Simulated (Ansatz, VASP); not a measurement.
# NaF in VASP and in Ansatz

The input POSCAR:

```
NaF
1.0
    0.0432001940      2.5744615619      2.5744615619
    2.5744615619      0.0432001940      2.5744615619
    2.5744615619      2.5744615619      0.0432001940
Na F
1 1
Direct
    0.0018630582      0.0018630582      0.0018630582
    0.2481369418      0.2481369418      0.2481369418
```

File INCAR.step1:

```
SYSTEM = NaF
PREC = Accurate ; ENCUT = 520
ISMEAR = 0 ; SIGMA = 0.01
LREAL = .False. ; LASPH = .True.
NELM = 60 ; NBANDS = 14
GGA = PE ; ALGO = Normal
EDIFF = 1E-4 ; LWAVE = .True.
LCHARG = .False.
```

INCAR.step2

```
SYSTEM = NaF
PREC = Accurate ; ENCUT = 520
EDIFF = 1E-7 ; ISMEAR = 0
SIGMA = 0.01 ; LREAL = .False.
LASPH = .True. ; NELM = 60
ALGO = Normal ; ISIF = 2
LWAVE = .False. ; LCHARG = .False.
METAGGA = R2SCAN ; LMIXTAU = .True.
NBANDS = 14 ; ISTART = 1
```

File KPOINTS:

```
Automatic mesh
0
Gamma
  8 8 8
  0 0 0
```

Input for Ansatz:

```yaml
crystal:
  lattice:
    - [0.043200194, 2.5744615619, 2.5744615619]
    - [2.5744615619, 0.043200194, 2.5744615619]
    - [2.5744615619, 2.5744615619, 0.043200194]
  atoms:
    - { symbol: Na, position: [0.0018630582, 0.0018630582, 0.0018630582] }
    - { symbol: F, position: [0.2481369418, 0.2481369418, 0.2481369418] }
kpoints:
  mp_grid: { grid: [8, 8, 8] }
  band_path:
    path:
      - [0.0, 0.0, 0.0]
      - [-0.5, -0.5, 0.0]
      - [-0.375, -0.375, 0.25]
      - [-0.375, 0.0, 0.375]
      - [0.0, 0.0, 0.5]
      - [-0.5, -0.25, 0.25]
    npoints: 1
hamiltonian:
  xc: r2scan
scf:
  occupations: { method: fixed }
  n_extra_bands: 4
output:
  forces: true
  stress: true
  eigenvalues: true
```

Change from the starting cell: shear_111 strain +2.6%.

Alike in both runs: task single point; functional r2SCAN; k mesh 8 × 8 × 8; no spin polarisation.

|  | VASP | Ansatz |
| --- | --- | --- |
| version | VASP 6.6.1 | Ansatz 0.2.0 |
| potentials or method | VASP PAW PBE potentials, release 64 (Na_pv, F) | plane waves, PAW |
| plane-wave cutoff (eV) | 520 | 500 |
| occupations | gaussian, width 0.01 eV | fixed |
| valence electrons in the cell | 14 | 16 |

Ansatz gave:

- gap on the k mesh at the Fermi level (eV): 6.15
- pressure (GPa): -0.9
- traceless stress, the component that is largest in VASP (GPa): -0.25
- rms of the force components (eV/Å): 0.004

Task: Estimate VASP's values.

Result: gap on the k mesh at the Fermi level (eV): 6.17; pressure (GPa): -1.3; traceless stress, the component that is largest in VASP (GPa): -0.24; rms of the force components (eV/Å): 0.006.

VASP's potentials were made for PBE, not for r2SCAN. Atom by atom the forces differ by 0.003 eV/Å (rms over components). VASP's potentials hold 14 valence electrons a cell and Ansatz's 16, so a difference there can come from the potentials and not from the codes.
